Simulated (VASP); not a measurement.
# InSe in VASP: further runs

InSe is run at these levels: PBEsol; tasks: single point.

Program: VASP 6.6.1. These are calculated values, not measurements. Logs are shortened: lines on timing, memory, paths and dates and some standing lists are left out, and cuts for length are marked.

### 1 The cell of the first run

The structure is monoclinic, space group C2/m (No. 12). Conventional cell: a = 11.775 Å, b = 4.124 Å, c = 4.625 Å, α = 90.00°, β = 110.30°, γ = 90.00°. In (site symmetry m) has 5 Se at 2.59 to 3.52 Å and 1 In at 2.75 Å within 3.6 Å. Within 3.6 Å of Se (site symmetry m) lie 5 In at 2.59 to 3.52 Å and 3 Se at 3.52 to 3.53 Å.

### 2 Single point, PBEsol (26.33 Å³/atom)

File INCAR:

```
SYSTEM = InSe
PREC = Accurate
ENCUT = 520
EDIFF = 1E-6
ISMEAR = -1
SIGMA = 0.02
LREAL = .False.
LASPH = .True.
NELM = 100
ALGO = Normal
ISIF = 2
LWAVE = .False.
LCHARG = .True.
GGA = PS
LELF = .True.
LVHAR = .True.
NBANDS = 27
```

File KPOINTS:

```
Automatic mesh
0
Gamma
  7 7 6
  0 0 0
```

File POSCAR:

```
InSe
1.0
    5.8873975131     -2.0618272927      0.0000000000
    5.8873975131      2.0618272927      0.0000000000
   -1.6047294086      0.0000000000      4.3380208189
In Se
2 2
Direct
    0.8840000000      0.8840000000      0.0050000000
    0.1160000000      0.1160000000      0.9950000000
    0.6600000000      0.6600000000      0.6420000000
    0.3400000000      0.3400000000      0.3580000000
```

Potentials or basis: VASP PAW PBE potentials, release 64 (In_d, Se).

Run with:

```console
> cat potpaw_PBE.64/In_d/POTCAR potpaw_PBE.64/Se/POTCAR > POTCAR
> mpirun -np 1 vasp_std > vasp.out
```

OUTCAR:

```text
SYSTEM = InSe
   PREC = Accurate
   ENCUT = 520
   EDIFF = 1E-6
   ISMEAR = -1
   LREAL = .False.
   LASPH = .True.
   NELM = 100
   ISIF = 2
   GGA = PS

 ion  position               nearest neighbor table
   1  0.884  0.884  0.005-   3 2.59   2 2.75   4 2.79   4 2.79   2 3.76   2 3.76
   2  0.116  0.116  0.995-   4 2.59   1 2.75   3 2.79   3 2.79   1 3.76   1 3.76
   3  0.660  0.660  0.642-   1 2.59   2 2.79   2 2.79
   4  0.340  0.340  0.358-   2 2.59   1 2.79   1 2.79

  LATTYP: Found a base centered monoclinic cell.
 ALAT       =    11.7747950262
 B/A-ratio  =     0.3502103074
 C/A-ratio  =     0.3928152938
 COS(beta)  =    -0.3469445484

  Lattice vectors:

 A1 = (   5.8873975131,  -2.0618272927,   0.0000000000)
 A2 = (   5.8873975131,   2.0618272927,   0.0000000000)
 A3 = (  -1.6047294086,   0.0000000000,   4.3380208189)

Analysis of symmetry for initial positions (statically):
=====================================================================
 Subroutine PRICEL returns:
 Original cell was already a primitive cell.

 Routine SETGRP: Setting up the symmetry group for a
 base centered monoclinic supercell.

 Subroutine GETGRP returns: Found  4 space group operations
 (whereof  4 operations were pure point group operations)
 out of a pool of  4 trial point group operations.

The static configuration has the point symmetry C_2h.

Analysis of symmetry for dynamics (positions and initial velocities):
=====================================================================
 Subroutine PRICEL returns:
 Original cell was already a primitive cell.

 Routine SETGRP: Setting up the symmetry group for a
 base centered monoclinic supercell.

 Subroutine GETGRP returns: Found  4 space group operations
 (whereof  4 operations were pure point group operations)
 out of a pool of  4 trial point group operations.

The dynamic configuration has the point symmetry C_2h.

 Subroutine INISYM returns: Found  4 space group operations
 (whereof  4 operations are pure point group operations),
 and found     1 'primitive' translations

----------------------------------------------------------------------------------------

                                     Primitive cell

  volume of cell :     105.3167

  direct lattice vectors                    reciprocal lattice vectors
     5.887397513 -2.061827293  0.000000000     0.084927168 -0.242503338  0.031416429
     5.887397513  2.061827293  0.000000000     0.084927168  0.242503338  0.031416429
    -1.604729409  0.000000000  4.338020819     0.000000000  0.000000000  0.230519871

  length of vectors
     6.237994971  6.237994971  4.625319567     0.258858040  0.258858040  0.230519871

  position of ions in fractional coordinates (direct lattice)
     0.884000000  0.884000000  0.005000000
     0.116000000  0.116000000  0.995000000
     0.660000000  0.660000000  0.642000000
     0.340000000  0.340000000  0.358000000

  ion indices of the primitive-cell ions
   primitive index   ion index
                 1           1
                 2           2
                 3           3
                 4           4

----------------------------------------------------------------------------------------

 KPOINTS: Automatic mesh

Automatic generation of k-mesh.
 Grid dimensions read from file:
 generate k-points for:    7    7    6

 Generating k-lattice:

  Cartesian coordinates                     Fractional coordinates (reciprocal lattice)
     0.012132453 -0.034643334  0.004488061     0.142857143  0.000000000  0.000000000
     0.012132453  0.034643334  0.004488061     0.000000000  0.142857143  0.000000000
     0.000000000  0.000000000  0.038419979     0.000000000  0.000000000  0.166666667

  Length of vectors
     0.036979720  0.036979720  0.038419979

  Shift w.r.t. Gamma in fractional coordinates (k-lattice)
     0.000000000  0.000000000  0.000000000

 Subroutine IBZKPT returns following result:
 ===========================================

 Found     88 irreducible k-points:

 Following reciprocal coordinates:
            Coordinates               Weight
  0.000000  0.000000  0.000000      1.000000
  0.142857 -0.000000 -0.000000      4.000000
  0.285714 -0.000000 -0.000000      4.000000
  0.428571  0.000000 -0.000000      4.000000
  0.142857  0.142857 -0.000000      2.000000
  0.285714  0.142857 -0.000000      4.000000
[... 16 lines left out ...]
 -0.142857  0.000000  0.166667      4.000000
  0.142857  0.142857  0.166667      2.000000
 [... further k-points ...]
   k-points           NKPTS =     88   k-points in BZ     NKDIM =     88   number of bands    NBANDS=     27
   number of dos      NEDOS =    301   number of ions     NIONS =      4
   total plane-waves  NPLWV =  82944
   dimension x,y,z NGX =    48 NGY =   48 NGZ =   36
   dimension x,y,z NGXF=    96 NGYF=   96 NGZF=   72
   ions per type =               2   2
   NGX,Y,Z   is equivalent  to a cutoff of  12.79, 12.79, 12.94 a.u.
   NGXF,Y,Z  is equivalent  to a cutoff of  25.58, 25.58, 25.88 a.u.
 SYSTEM =  InSe
   PREC   = accura    normal or accurate (medium, high low for compatibility)
   ISTART =      0    job   : 0-new  1-cont  2-samecut
   ICHARG =      2    charge: 1-file 2-atom 10-const
   ISPIN  =      1    spin polarized calculation?
   LNONCOLLINEAR =      F non collinear calculations
   LSORBIT =      F    spin-orbit coupling
   LASPH  =      T    aspherical Exc in radial PAW
   ENCUT  =  520.0 eV  38.22 Ry    6.18 a.u.  11.60 11.60  8.60*2*pi/ulx,y,z
   NELM   =    100;   NELMIN=  2; NELMDL= -5     # of ELM steps
   EDIFF  = 0.1E-05   stopping-criterion for ELM
   LREAL  =      F    real-space projection
   EDIFFG = 0.1E-04   stopping-criterion for IOM
   NSW    =      0    number of steps for IOM
   IBRION =     -1    ionic relax: 0-MD 1-quasi-New 2-CG
   NFREE  =      0    steps in history (QN), initial steepest desc. (CG)
   ISIF   =      2    stress and relaxation
   ISYM   =      2    0-nonsym 1-usesym 2-fastsym
   POTIM  = 0.5000    time-step for ionic-motion
   TEBEG  =    0.0;   TEEND  =   0.0 temperature during run
   PSTRESS=    0.0 pullay stress
   NELECT =      38.0000    total number of electrons
   NUPDOWN=      -1.0000    fix difference up-down
   EMIN   =  10.00;   EMAX   =-10.00  energy-range for DOS
   EFERMI =   0.00;   METHOD = LEGACY
   ISMEAR =    -1;   SIGMA  =   0.02  broadening in eV -4-tet -1-fermi 0-gaus
   EFERMI_NEDOS =   21; number of points for ismear=-14 and -15
   IALGO  =     38    algorithm
   IMIX   =      4    mixing-type and parameters
     AMIX     =   0.40;   BMIX     =  1.00
     AMIX_MAG =   1.60;   BMIX_MAG =  1.00
  volume/ion in A,a.u.               =      26.33       177.68
  Fermi-wavevector in a.u.,A,eV,Ry     =   1.165477  2.202432 18.481283  1.358336
  Thomas-Fermi vector in A             =   2.302002
   LORBIT       =      0    0 simple, 1 ext, 2 COOP (PROOUT), +10 PAW based schemes
   GGA     = PS    functional components
   LHFCALC =     F    Hartree Fock is set to
   AEXX    =    0.0000 exact exchange contribution
   IVDW    =     0    specifies the selected vdW correction
   LEPSILON=     F    determine dielectric tensor
   LRPA    =     F    only Hartree local field effects (RPA)
 non-spin polarized calculation
  energy-cutoff  :      520.00
  volume of cell :      105.32
 maximum number of plane-waves:      2862
   NGX = 23   NGY = 23   NGZ = 17

 number of electron      38.0000003 magnetization

 Free energy of the ion-electron system (eV)
  ---------------------------------------------------
  ext. energy  EPLUGINS =         0.00000000
  ---------------------------------------------------
  free energy    TOTEN  =       -15.45233086 eV

  energy without entropy =      -15.45233086  energy(sigma->0) =      -15.45233086

 E-fermi :   5.1078     XC(G=0):  -9.7199

 val. band max:        4.6721159374   @ k =  -0.2857  -0.2857   0.3333
 cond. band min:       5.5368879369   @ k =   0.4286   0.4286  -0.0000
 fundamental gap:      0.8647719995
 Fermi energy:         5.1077888337

 k-point     1 :       0.0000    0.0000    0.0000
  band No.  band energies     occupation
      1      -9.9307      2.00000
      2      -9.8900      2.00000
      3      -9.5944      2.00000
      4      -9.5780      2.00000
      5      -9.5374      2.00000
      6      -9.5339      2.00000
[... 19 lines left out ...]
     26      11.6353      0.00000
     27      13.2380      0.00000

 k-point     2 :       0.1429   -0.0000   -0.0000
  band No.  band energies     occupation
      1      -9.9324      2.00000
      2      -9.8790      2.00000
      3      -9.6335      2.00000
      4      -9.5733      2.00000
      5      -9.5516      2.00000
      6      -9.5254      2.00000
[... 19 lines left out ...]
     26      11.5901      0.00000
     27      13.0769      0.00000

 k-point     3 :       0.2857   -0.0000   -0.0000
  band No.  band energies     occupation
      1      -9.9318      2.00000
      2      -9.8660      2.00000
      3      -9.6802      2.00000
      4      -9.6012      2.00000
      5      -9.5498      2.00000
      6      -9.5358      2.00000
[... 19 lines left out ...]
     26      11.9936      0.00000
     27      12.6030      0.00000

 k-point     4 :       0.4286    0.0000   -0.0000
  band No.  band energies     occupation
      1      -9.9293      2.00000
      2      -9.8684      2.00000
      3      -9.6785      2.00000
      4      -9.6453      2.00000
      5      -9.5441      2.00000
      6      -9.5392      2.00000
[... 19 lines left out ...]
     26      12.2315      0.00000
     27      13.1721      0.00000
[... 516 lines left out ...]
      4      -9.6199      2.00000
      5      -9.5471      2.00000
      6      -9.5306      2.00000
[... 19 lines left out ...]
     26      11.9947      0.00000
     27      12.3808      0.00000

 k-point    23 :      -0.1429    0.0000    0.1667
  band No.  band energies     occupation
      1      -9.9350      2.00000
      2      -9.8823      2.00000
      3      -9.6356      2.00000
      4      -9.5770      2.00000
      5      -9.5566      2.00000
      6      -9.5244      2.00000
[... 19 lines left out ...]
     26      11.3595      0.00000
     27      12.9390      0.00000

 k-point    24 :       0.1429    0.1429    0.1667
  band No.  band energies     occupation
      1      -9.9598      2.00000
      2      -9.8519      2.00000
      3      -9.6163      2.00000
      4      -9.5717      2.00000
      5      -9.5399      2.00000
      6      -9.5331      2.00000
[... 19 lines left out ...]
     26      11.2198      0.00000
     27      12.2304      0.00000

 [... further k-points ...]
[... 5 lines left out ...]
  --------------------------------------------------------------------------------------
  -------------------------------------------------------------------------------------
  Total        0.7696484     -1.2753142     -0.7510116      0.0000000      0.0000000      1.3619960
  in kB       11.7086195    -19.4012853    -11.4250980      0.0000000      0.0000000     20.7199706
  external PRESSURE =      -6.3725879 kB  Pullay stress =       0.0000000 kB

 VOLUME and BASIS-vectors are now :
 -----------------------------------------------------------------------------
  energy-cutoff  :      520.00
  volume of cell :      105.32
      direct lattice vectors                 reciprocal lattice vectors
     5.887397513 -2.061827293  0.000000000     0.084927168 -0.242503338  0.031416429
     5.887397513  2.061827293  0.000000000     0.084927168  0.242503338  0.031416429
    -1.604729409  0.000000000  4.338020819     0.000000000  0.000000000  0.230519871

 POSITION                                       TOTAL-FORCE (eV/Angst)
 -----------------------------------------------------------------------------------
     10.40090      0.00000      0.02169        -0.213489      0.000000      0.505546
     -0.23083      0.00000      4.31633         0.213489      0.000000     -0.505546
      6.74113      0.00000      2.78501        -0.670231      0.000000      0.031293
      3.42894      0.00000      1.55301         0.670231      0.000000     -0.031293
 -----------------------------------------------------------------------------------
    total drift:                               -0.000000     -0.000000      0.000000

  FREE ENERGIE OF THE ION-ELECTRON SYSTEM (eV)
  ---------------------------------------------------
  free  energy   TOTEN  =       -15.4523308632 eV

  energy  without entropy=      -15.4523308632  energy(sigma->0) =      -15.45233086
```

Wall time 7.8 min (1 thread of Intel Xeon 8259CL, shared host); peak memory 0.42 GiB.

What came out:

```yaml
Free_energy: -15.4523 eV
Pressure: -0.6 GPa
Largest_force: 0.671 eV/Å
Band_gap_on_the_k_mesh: 0.86 eV (least direct gap 1.25 eV)
```

Forces on the atoms (eV/Å):
```
In  -0.213  0.000  0.506
In   0.213  0.000 -0.506
Se  -0.670  0.000  0.031
Se   0.670  0.000 -0.031
```

Stress tensor (GPa, compression positive):
```
 1.17  0.00  2.07
 0.00 -1.94  0.00
 2.07  0.00 -1.14
```

Caveat: the PAW data sets were made with another functional, which shifts forces and pressure a little; spin-orbit coupling is left out, which moves the levels of the heavy elements.

### 3 Single point, PBEsol (26.59 Å³/atom)

This run uses another cell than the first one, of 26.59 Å³/atom.

File INCAR:

```
ALGO = Normal ; EDIFF = 1E-6
ENCUT = 520 ; GGA = PS
ISIF = 2 ; ISMEAR = -1
LASPH = T ; LCHARG = F
LREAL = F ; LWAVE = F
NBANDS = 27 ; NELM = 80
PREC = Accurate ; SIGMA = 0.02
```

File KPOINTS:

```
k-points
0
Gamma
  7 7 6
```

File POSCAR:

```
InSe
1.0
    5.9067640918     -2.0686096682      0.0000000000
    5.9067640918      2.0686096682      0.0000000000
   -1.6100081618      0.0000000000      4.3522907270
In Se
2 2
Direct
    0.8840000000      0.8840000000      0.0050000000
    0.1160000000      0.1160000000      0.9950000000
    0.6600000000      0.6600000000      0.6420000000
    0.3400000000      0.3400000000      0.3580000000
```

Potentials or basis: VASP PAW PBE potentials, release 64 (In_d, Se).

Run with:

```console
> cat potpaw_PBE.64/In_d/POTCAR potpaw_PBE.64/Se/POTCAR > POTCAR
> mpirun -np 1 vasp_std > vasp.out
```

Wall time 8.7 min (1 thread of Intel Xeon 8259CL, shared host); peak memory 0.42 GiB.

The run converged. Its results:

```yaml
Free_energy: -15.4465 eV
Pressure: -1.2 GPa
Largest_force: 0.649 eV/Å
Band_gap_on_the_k_mesh: 0.84 eV (least direct gap 1.24 eV)
```

Forces in eV/Å, atoms in the order of the input:
```
In  -0.251  0.000  0.497
In   0.251  0.000 -0.497
Se  -0.642  0.000  0.094
Se   0.642  0.000 -0.094
```

Stress tensor (GPa, compression positive):
```
 0.46  0.00  1.95
 0.00 -2.37  0.00
 1.95  0.00 -1.61
```

Levels at points of the mesh, in eV from the valence-band top:
| k point | band 16 | band 17 | band 18 | band 19 | band 20 | band 21 | band 22 | band 23 |
| --- | --- | --- | --- | --- | --- | --- | --- | --- |
| (0.00, 0.00, 0.00) | -2.72 | -2.21 | -1.71 | -1.09 | 2.69 | 3.46 | 4.28 | 4.56 |
| (0.00, 0.00, 0.50) | -1.56 | -1.55 | -1.10 | -0.37 | 1.01 | 2.22 | 3.32 | 3.53 |

Caveat: the PAW data sets were made with another functional, which shifts forces and pressure a little; spin-orbit coupling is left out, which moves the levels of the heavy elements. A k mesh can miss the band edges.

[end of part 1 of 2]
